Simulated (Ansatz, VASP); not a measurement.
WS2 in VASP and in Ansatz

```xyz
6
Lattice="3.1800 0.0000 0.0000 -1.5900 2.7540 0.0000 0.0000 0.0000 12.5000" Properties=species:S:1:pos:R:3 pbc="T T T"
W     0.0000    1.8360    3.1250
W     1.5900    0.9180    9.3750
S     0.0000    1.8360    7.7500
S     1.5900    0.9180    1.5000
S     0.0000    2.0610   11.0000
S     1.5900    0.9180    4.7500
```

Change from the starting cell: one atom moved.

Alike in both runs: task single point; functional PBE; k mesh 12 × 12 × 4; occupations gaussian, width 0.02 eV; no spin polarisation.

|  | VASP | Ansatz |
| --- | --- | --- |
| version | VASP 6.6.1 | Ansatz 0.2.0 |
| potentials or method | VASP PAW PBE potentials, release 64 (W_sv, S), cutoff 520 eV | scalar-relativistic, plane waves, PAW |
| valence electrons in the cell | 52 | 52 |

VASP gave:

| Quantity | Value |
| --- | --- |
| gap on the k mesh at the Fermi level (eV) | 0.96 |
| least direct gap on the mesh (eV) | 1.75 |
| pressure (GPa) | -2.9 |
| traceless stress, the component that is largest in VASP (GPa) | -5.11 |
| rms of the force components (eV/Å) | 0.873 |

Task: Which values does Ansatz return?

Result: gap on the k mesh at the Fermi level (eV): 0.95; least direct gap on the mesh (eV): 1.74; pressure (GPa): -2.8; traceless stress, the component that is largest in VASP (GPa): -5.12; rms of the force components (eV/Å): 0.874.

Atom by atom the forces differ by 0.002 eV/Å (rms over components). The functional is the same, so the differences come from potentials, cutoffs and numerics.

Neither program's run includes spin-orbit coupling.
